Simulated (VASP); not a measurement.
# GaN (Fm-3m) in VASP: a series of runs

Aim: see how the results for GaN move with the level of theory and the settings. Levels: r2SCAN, RPBE+D3(BJ), PBEsol+D3(BJ). Tasks: single point.

All numbers are computed with VASP 6.6.1; they aren't measurements. Logs are shortened: lines on timing, memory, paths and dates and some standing lists are left out, and cuts for length are marked.

### Step 1. The cell of the first run

The structure is cubic, space group Fm-3m (No. 225). Conventional cell: a = 4.270 Å, b = 4.270 Å, c = 4.270 Å, α = 90.00°, β = 90.00°, γ = 90.00°. Ga (site symmetry m-3m) has 6 N at 2.14 Å within 2.8 Å. Within 2.8 Å of N (site symmetry m-3m) lie 6 Ga at 2.14 Å.

### Step 2. Single point, r2SCAN

POSCAR

```
GaN
1.0
    0.0000000000      2.1352350000      2.1352350000
    2.1352350000      0.0000000000      2.1352350000
    2.1352350000      2.1352350000      0.0000000000
Ga N
1 1
Direct
    0.0000000000      0.0000000000      0.0000000000
    0.5000000000      0.5000000000      0.5000000000
```

INCAR.step1

```
PREC = Accurate
ENCUT = 520
ISMEAR = -1
SIGMA = 0.05
LREAL = F
LASPH = T
NELM = 80
NBANDS = 16
GGA = PE
ALGO = Normal
EDIFF = 1E-4
LWAVE = T
LCHARG = F
```

INCAR.step2

```
PREC = Accurate
ENCUT = 520
EDIFF = 1E-6
ISMEAR = -1
SIGMA = 0.05
LREAL = F
LASPH = T
NELM = 80
ALGO = Normal
ISIF = 2
LWAVE = F
LCHARG = F
METAGGA = R2SCAN
LMIXTAU = T
NBANDS = 16
ISTART = 1
```

KPOINTS

```
Automatic mesh
0
Gamma
  11 11 11
```

Potentials or basis: VASP PAW PBE potentials, release 64 (Ga_d, N).

The run is started by

```console
cat potpaw_PBE.64/Ga_d/POTCAR potpaw_PBE.64/N/POTCAR > POTCAR
cp INCAR.step1 INCAR
mpirun -np 1 vasp_std > vasp.out
cp INCAR.step2 INCAR
mpirun -np 1 vasp_std > vasp.out
```

OUTCAR:

```text
PREC = Accurate
   ENCUT = 520
   EDIFF = 1E-6
   ISMEAR = -1
   LREAL = F
   LASPH = T
   NELM = 80
   ISIF = 2
   METAGGA = R2SCAN
   ISTART = 1

 ion  position               nearest neighbor table
   1  0.000  0.000  0.000-   2 2.14   2 2.14   2 2.14   2 2.14   2 2.14   2 2.14
   2  0.500  0.500  0.500-   1 2.14   1 2.14   1 2.14   1 2.14   1 2.14   1 2.14

  LATTYP: Found a face centered cubic cell.
 ALAT       =     4.2704700000

  Lattice vectors:

 A1 = (   0.0000000000,   2.1352350000,   2.1352350000)
 A2 = (   2.1352350000,   0.0000000000,   2.1352350000)
 A3 = (   2.1352350000,   2.1352350000,   0.0000000000)

Analysis of symmetry for initial positions (statically):
=====================================================================
 Subroutine PRICEL returns:
 Original cell was already a primitive cell.

 Routine SETGRP: Setting up the symmetry group for a
 face centered cubic supercell.

 Subroutine GETGRP returns: Found 48 space group operations
 (whereof 48 operations were pure point group operations)
 out of a pool of 48 trial point group operations.

The static configuration has the point symmetry O_h .

Analysis of symmetry for dynamics (positions and initial velocities):
=====================================================================
 Subroutine PRICEL returns:
 Original cell was already a primitive cell.

 Routine SETGRP: Setting up the symmetry group for a
 face centered cubic supercell.

 Subroutine GETGRP returns: Found 48 space group operations
 (whereof 48 operations were pure point group operations)
 out of a pool of 48 trial point group operations.

The dynamic configuration has the point symmetry O_h .

 Subroutine INISYM returns: Found 48 space group operations
 (whereof 48 operations are pure point group operations),
 and found     1 'primitive' translations

----------------------------------------------------------------------------------------

                                     Primitive cell

  volume of cell :      19.4700

  direct lattice vectors                    reciprocal lattice vectors
     0.000000000  2.135235000  2.135235000    -0.234166263  0.234166263  0.234166263
     2.135235000  0.000000000  2.135235000     0.234166263 -0.234166263  0.234166263
     2.135235000  2.135235000  0.000000000     0.234166263  0.234166263 -0.234166263

[... 73 lines left out ...]
 SYSTEM =  unknown system
   PREC   = accura    normal or accurate (medium, high low for compatibility)
   ISTART =      1    job   : 0-new  1-cont  2-samecut
   ICHARG =      0    charge: 1-file 2-atom 10-const
   ISPIN  =      1    spin polarized calculation?
   LNONCOLLINEAR =      F non collinear calculations
   LSORBIT =      F    spin-orbit coupling
   LASPH  =      T    aspherical Exc in radial PAW
   ENCUT  =  520.0 eV  38.22 Ry    6.18 a.u.   5.61  5.61  5.61*2*pi/ulx,y,z
   NELM   =     80;   NELMIN=  2; NELMDL=  0     # of ELM steps
   EDIFF  = 0.1E-05   stopping-criterion for ELM
   LREAL  =      F    real-space projection
   EDIFFG = 0.1E-04   stopping-criterion for IOM
   NSW    =      0    number of steps for IOM
   IBRION =     -1    ionic relax: 0-MD 1-quasi-New 2-CG
   NFREE  =      0    steps in history (QN), initial steepest desc. (CG)
   ISIF   =      2    stress and relaxation
   ISYM   =      2    0-nonsym 1-usesym 2-fastsym
   POTIM  = 0.5000    time-step for ionic-motion
   TEBEG  =    0.0;   TEEND  =   0.0 temperature during run
   PSTRESS=    0.0 pullay stress
   NELECT =      18.0000    total number of electrons
   NUPDOWN=      -1.0000    fix difference up-down
   EMIN   =  10.00;   EMAX   =-10.00  energy-range for DOS
   EFERMI =   0.00;   METHOD = LEGACY
   ISMEAR =    -1;   SIGMA  =   0.05  broadening in eV -4-tet -1-fermi 0-gaus
   EFERMI_NEDOS =   21; number of points for ismear=-14 and -15
   IALGO  =     38    algorithm
   IMIX   =      4    mixing-type and parameters
     AMIX     =   0.40;   BMIX     =  1.00
     AMIX_MAG =   1.60;   BMIX_MAG =  1.00
  volume/ion in A,a.u.               =       9.74        65.70
  Fermi-wavevector in a.u.,A,eV,Ry     =   1.594814  3.013761 34.605481  2.543431
  Thomas-Fermi vector in A             =   2.692830
   LORBIT       =      0    0 simple, 1 ext, 2 COOP (PROOUT), +10 PAW based schemes
   METAGGA = R2SCAN    functional components
   LHFCALC =     F    Hartree Fock is set to
   AEXX    =    0.0000 exact exchange contribution
   IVDW    =     0    specifies the selected vdW correction
   LEPSILON=     F    determine dielectric tensor
   LRPA    =     F    only Hartree local field effects (RPA)
 non-spin polarized calculation
  energy-cutoff  :      520.00
  volume of cell :       19.47
 maximum number of plane-waves:       534
   NGX = 11   NGY = 11   NGZ = 11

 number of electron      18.0000005 magnetization

 Free energy of the ion-electron system (eV)
  ---------------------------------------------------
  ext. energy  EPLUGINS =         0.00000000
  ---------------------------------------------------
  free energy    TOTEN  =       -20.96216310 eV

  energy without entropy =      -20.96216244  energy(sigma->0) =      -20.96216277

 E-fermi :   7.8479     XC(G=0): -13.9765

 val. band max:        7.2915109610   @ k =  -0.1818   0.1818   0.0000
 cond. band min:       8.3332570113   @ k =   0.4545   0.4545   0.0000
 fundamental gap:      1.0417460503
 Fermi energy:         7.8478805645

 k-point     1 :       0.0000    0.0000    0.0000
  band No.  band energies     occupation
      1     -10.4788      2.00000
      2      -7.1296      2.00000
      3      -7.1296      2.00000
      4      -7.1296      2.00000
      5      -7.0673      2.00000
      6      -7.0673      2.00000
[... 433 lines left out ...]
      3      -7.1918      2.00000
      4      -7.1598      2.00000
      5      -7.0476      2.00000
      6      -6.8643      2.00000
[... 8 lines left out ...]
     15      26.3404      0.00000
     16      28.4640      0.00000

 [... further k-points ...]
[... 5 lines left out ...]
  --------------------------------------------------------------------------------------
  -------------------------------------------------------------------------------------
  Total       -0.9014756     -0.9014756     -0.9014756     -0.0000000     -0.0000000      0.0000000
  in kB      -74.1818250    -74.1818250    -74.1818250     -0.0000000     -0.0000000      0.0000000
  external PRESSURE =     -74.1818250 kB  Pullay stress =       0.0000000 kB

 VOLUME and BASIS-vectors are now :
 -----------------------------------------------------------------------------
  energy-cutoff  :      520.00
  volume of cell :       19.47
      direct lattice vectors                 reciprocal lattice vectors
     0.000000000  2.135235000  2.135235000    -0.234166263  0.234166263  0.234166263
     2.135235000  0.000000000  2.135235000     0.234166263 -0.234166263  0.234166263
     2.135235000  2.135235000  0.000000000     0.234166263  0.234166263 -0.234166263

 POSITION                                       TOTAL-FORCE (eV/Angst)
 -----------------------------------------------------------------------------------
      0.00000      0.00000      0.00000        -0.000000      0.000000     -0.000000
      2.13524      2.13524      2.13524         0.000000     -0.000000      0.000000
 -----------------------------------------------------------------------------------
    total drift:                                0.000000     -0.000000     -0.000000

  FREE ENERGIE OF THE ION-ELECTRON SYSTEM (eV)
  ---------------------------------------------------
  free  energy   TOTEN  =       -20.9621630959 eV

  energy  without entropy=      -20.9621624439  energy(sigma->0) =      -20.96216277
```

OUTCAR.step1:

```text
PREC = Accurate
   ENCUT = 520
   ISMEAR = -1
   LREAL = F
   LASPH = T
   NELM = 80
[... 674 lines left out ...]
 -----------------------------------------------------------------------------------
      0.00000      0.00000      0.00000         0.000000      0.000000     -0.000000
      2.13524      2.13524      2.13524         0.000000      0.000000      0.000000
 -----------------------------------------------------------------------------------
    total drift:                                0.000000     -0.000000     -0.000000

  FREE ENERGIE OF THE ION-ELECTRON SYSTEM (eV)
  ---------------------------------------------------
  free  energy   TOTEN  =       -11.2066946159 eV

  energy  without entropy=      -11.2066399462  energy(sigma->0) =      -11.20666728
```

OSZICAR.step1:

```text
N       E                     dE             d eps       ncg     rms          rms(c)
DAV:   1     0.776671286710E+02    0.77667E+02   -0.90908E+03  2016   0.210E+03
DAV:   2    -0.811630187670E+01   -0.85783E+02   -0.78806E+02  2064   0.328E+02
DAV:   3    -0.129523923611E+02   -0.48361E+01   -0.48199E+01  2152   0.658E+01
DAV:   4    -0.129961135620E+02   -0.43721E-01   -0.43718E-01  2144   0.658E+00
DAV:   5    -0.129966239984E+02   -0.51044E-03   -0.51044E-03  2200   0.665E-01    0.726E+00
DAV:   6    -0.112311149119E+02    0.17655E+01   -0.44338E+00  2608   0.388E+01    0.239E+00
DAV:   7    -0.112217820514E+02    0.93329E-02   -0.21503E-01  2152   0.528E+00    0.156E+00
DAV:   8    -0.112086506269E+02    0.13131E-01   -0.36386E-02  1936   0.208E+00    0.567E-01
DAV:   9    -0.112066488477E+02    0.20018E-02   -0.66613E-03  2240   0.175E+00    0.125E-01
DAV:  10    -0.112066946159E+02   -0.45768E-04   -0.59587E-04  2064   0.283E-01
   1 F= -.11206695E+02 E0= -.11206667E+02  d E =-.546696E-04
```

Run time: 34 s. Hardware: 1 thread of Intel Xeon Platinum 8488C (Sapphire Rapids), shared host; peak memory 0.15 GiB.

Results:

```yaml
Free_energy: -20.9622 eV
Pressure: -7.4 GPa
Band_gap_on_the_k_mesh: 1.04 eV, indirect (least direct gap 2.92 eV)
```

Caveat: the PAW data sets were made with another functional, which shifts forces and pressure a little. r2SCAN opens gaps a little over a GGA but as a rule still falls short of measured ones.

### Step 3. Single point, RPBE+D3(BJ)

This run uses another cell than the first one, of 8.85 Å³/atom, 0.909 times its volume.

INCAR

```
SYSTEM = GaN
PREC = Accurate
ENCUT = 520
EDIFF = 1E-6
ISMEAR = -1
SIGMA = 0.05
LREAL = .False.
LASPH = .True.
NELM = 100
ALGO = Normal
ISIF = 2
LWAVE = .False.
LCHARG = .False.
GGA = RP
IVDW = 12
NBANDS = 16
```

KPOINTS

```
Automatic mesh
0
Gamma
  11 11 11
  0 0 0
```

POSCAR

```
GaN
1.0
    0.0000000000      2.0685433136      2.0685433136
    2.0685433136      0.0000000000      2.0685433136
    2.0685433136      2.0685433136      0.0000000000
Ga N
1 1
Direct
    0.0000000000      0.0000000000      0.0000000000
    0.5000000000      0.5000000000      0.5000000000
```

Potentials or basis: VASP PAW PBE potentials, release 64 (Ga_d, N).

The run is started by

```console
cat potpaw_PBE.64/Ga_d/POTCAR potpaw_PBE.64/N/POTCAR > POTCAR
mpirun -np 1 vasp_std > vasp.out
```

OUTCAR:

```text
SYSTEM = GaN
   PREC = Accurate
   ENCUT = 520
   EDIFF = 1E-6
   ISMEAR = -1
   LREAL = .False.
   LASPH = .True.
   NELM = 100
   ISIF = 2
   GGA = RP
   IVDW = 12
 IVDW          = 12

 ion  position               nearest neighbor table
   1  0.000  0.000  0.000-   2 2.07   2 2.07   2 2.07   2 2.07   2 2.07   2 2.07
   2  0.500  0.500  0.500-   1 2.07   1 2.07   1 2.07   1 2.07   1 2.07   1 2.07

  LATTYP: Found a face centered cubic cell.
 ALAT       =     4.1370866272

  Lattice vectors:

[... 644 lines left out ...]

 Edisp (eV)   -3.12814

 E8    (eV) :    -1.9566

  FORCE on cell =-STRESS in cart. coord.  units (eV):
  Direction    XX          YY          ZZ          XY          YZ          ZX
  --------------------------------------------------------------------------------------
  -------------------------------------------------------------------------------------
  Total       0.10737     0.10737     0.10737     0.00000     0.00000    -0.00000
  in kB       9.71800     9.71800     9.71800     0.00000     0.00000    -0.00000
  external pressure =        9.72 kB  Pullay stress =        0.00 kB

 VOLUME and BASIS-vectors are now :
 -----------------------------------------------------------------------------
  energy-cutoff  :      520.00
  volume of cell :       17.70
      direct lattice vectors                 reciprocal lattice vectors
     0.000000000  2.068543314  2.068543314    -0.241715992  0.241715992  0.241715992
     2.068543314  0.000000000  2.068543314     0.241715992 -0.241715992  0.241715992
     2.068543314  2.068543314  0.000000000     0.241715992  0.241715992 -0.241715992

 POSITION                                       TOTAL-FORCE (eV/Angst)
 -----------------------------------------------------------------------------------
      0.00000      0.00000      0.00000         0.000000      0.000000      0.000000
      2.06854      2.06854      2.06854        -0.000000     -0.000000     -0.000000
 -----------------------------------------------------------------------------------
    total drift:                                0.000000     -0.000000     -0.000000

  FREE ENERGIE OF THE ION-ELECTRON SYSTEM (eV)
  ---------------------------------------------------
  free  energy   TOTEN  =       -13.2862482756 eV

  energy  without entropy=      -13.2862481801  energy(sigma->0) =      -13.28624823
```

stdout:

```text
POSCAR found type information on POSCAR GaN
 POSCAR found :  2 types and       2 ions
 scaLAPACK will be used
 -----------------------------------------------------------------------------
|                                                                             |
|                                                                             |
|     You enforced a specific xc type in the INCAR file but a different       |
|     I HOPE YOU KNOW WHAT YOU ARE DOING!                                     |
|                                                                             |
 -----------------------------------------------------------------------------

 LDA part: xc-table for (Slater+PW92), standard interpolation
 POSCAR, INCAR and KPOINTS ok, starting setup
 FFT: planning ... GRIDC
 FFT: planning ... GRID_SOFT
 FFT: planning ... GRID
 WAVECAR not read
 entering main loop
```

It took 13 s on 1 thread of Intel Xeon Platinum 8259CL at 2.50GHz (Skylake/Cascade Lake), shared host; peak memory 0.16 GiB.

What came out:

```
Free energy                : -13.2862 eV
Pressure                   : 1.0 GPa
Band gap on the k mesh     : 1.25 eV, indirect (least direct gap 3.60 eV)
Dispersion energy per atom : -1.564 eV
```

Levels at points of the mesh, in eV from the valence-band top:
```
           k point  band 6  band 7  band 8  band 9  band 10  band 11  band 12  band 13
(0.00, 0.00, 0.00)  -13.87   -0.59   -0.59   -0.59     3.01    15.09    15.09    15.09
```

Caveat: the PAW data sets were made with another functional, which shifts forces and pressure a little. A k mesh can miss the band edges.

### Step 4. Single point, PBEsol+D3(BJ)

This run uses another cell than the first one, of 9.20 Å³/atom, 0.946 times its volume.

INCAR

```
  ALGO = Normal
  EDIFF = 1E-7
  ENCUT = 520
  GGA = PS
  ISIF = 2
  ISMEAR = -1
  IVDW = 12
  LASPH = T
  LCHARG = F
  LREAL = F
  LWAVE = F
  NBANDS = 16
  NELM = 60
  PREC = Accurate
  SIGMA = 0.05
```

KPOINTS

```
k-points
0
Gamma
  11 11 11
```

POSCAR

```
GaN
1.0
    0.0000000000      2.0957535859      2.0957535859
    2.0957535859      0.0000000000      2.0957535859
    2.0957535859      2.0957535859      0.0000000000
Ga N
1 1
Direct
    0.0000000000      0.0000000000      0.0000000000
    0.5000000000      0.5000000000      0.5000000000
```

The run is started by

```console
cat potpaw_PBE.64/Ga_d/POTCAR potpaw_PBE.64/N/POTCAR > POTCAR
mpirun -np 1 vasp_std > vasp.out
```

Run time: 13 s. Hardware: 1 thread of Intel Xeon Platinum 8259CL at 2.50GHz (Skylake/Cascade Lake), shared host; peak memory 0.15 GiB.

It converged, with:

- Free energy: -12.8037 eV
- Pressure: 0.6 GPa
- Band gap on the k mesh: 0.81 eV, indirect (least direct gap 3.07 eV)
- Dispersion energy per atom: -0.275 eV

Levels at points of the mesh, in eV from the valence-band top:
```csv
k point,band 7,band 8,band 9,band 10,band 11,band 12
"(0.00, 0.00, 0.00)",-0.56,-0.56,-0.56,2.51,14.74,14.74
```

Caveat: the PAW data sets were made with another functional, which shifts forces and pressure a little.

### Step 5. Summary

```tsv
level	cell	gap on the mesh (eV)	pressure (GPa)
r2SCAN	a = 3.020 Å, angles 60.0°, 2 atoms	1.04	-7.4
RPBE+D3(BJ)	a = 2.925 Å, angles 60.0°, 2 atoms	1.25	1.0
PBEsol+D3(BJ)	a = 2.964 Å, angles 60.0°, 2 atoms	0.81	0.6
```

Alike in all rows: task single point; potentials or basis VASP PAW PBE potentials, release 64 (Ga_d, N); no spin polarisation; k mesh 11 × 11 × 11; cutoff (eV) 520; smearing fermi-dirac 0.05 eV.

Caveats: the PAW data sets were made with another functional, which shifts forces and pressure a little.

Absolute energies hang on the potentials; compare differences alone.
